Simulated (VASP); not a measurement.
A run of VASP 6.6.1:

INCAR

```
SYSTEM = TiSi16
PREC     = Accurate       ! precision mode
ENCUT    = 520            ! plane-wave cutoff, eV
EDIFF    = 1E-7           ! SCF threshold, eV
ISMEAR   = -1             ! smearing method
SIGMA    = 0.02           ! smearing width, eV
LREAL    = Auto         
LASPH    = .True.         ! aspherical terms in the spheres
NELM     = 60             ! most SCF steps
ALGO     = Normal         ! electronic algorithm
ISIF     = 2              ! what is computed and relaxed
LWAVE    = .False.        ! write WAVECAR
LCHARG   = .False.        ! write CHGCAR
GGA      = PE             ! functional
IVDW     = 12             ! dispersion correction
NBANDS   = 52             ! bands
```

KPOINTS

```
regular mesh
0
Gamma
  2 2 2
  0 0 0
```

The input POSCAR:

```
TiSi16
1.0
    0.0000000000      5.4300000000      5.4300000000
    5.4300000000      0.0000000000      5.4300000000
    5.4300000000      5.4300000000      0.0000000000
Si Ti
16 1
Direct
    0.0483232965     -0.0153011971     -0.0167089319
    0.1358976980      0.1261673112      0.1247886740
   -0.0141970534      0.0169804788      0.4984055249
    0.1359237569      0.1261351750      0.6127322284
   -0.0143722836      0.4997816759      0.0157398711
    0.1358069982      0.6141613260      0.1247907919
   -0.0141814917      0.4997448435      0.4984107735
    0.0741558011      0.6426858195      0.6413668508
    0.5086446593      0.0102343462      0.0089951197
    0.6751356354      0.1091693370      0.1078684162
    0.5086919890      0.0101671271      0.4722083794
    0.6116524862      0.1604854512      0.6139152855
    0.5085607735      0.4734723757      0.0089813996
    0.6114504604      0.6151860037      0.1593900552
    0.4452801105      0.5190265193      0.5179237569
    0.6116868324      0.6152411602      0.6140000921
    0.6504884899      0.7839940147      0.7828431860
```

Potentials or basis: VASP PAW PBE potentials, release 64 (Si, Ti_sv).

Launch:

```console
$ cat potpaw_PBE.64/Si/POTCAR potpaw_PBE.64/Ti_sv/POTCAR > POTCAR
$ mpirun -np 1 vasp_std > vasp.out
```

Hardware: 1 thread of Intel(R) Xeon(R) 6975P-C (Granite Rapids), on a shared host.

How long does it take, and how much memory?

Run time: 2.6 min on 1 thread of Intel(R) Xeon(R) 6975P-C (Granite Rapids), with other jobs on the host, peak memory 0.49 GiB. Counts: scf iterations 17, k points 8.
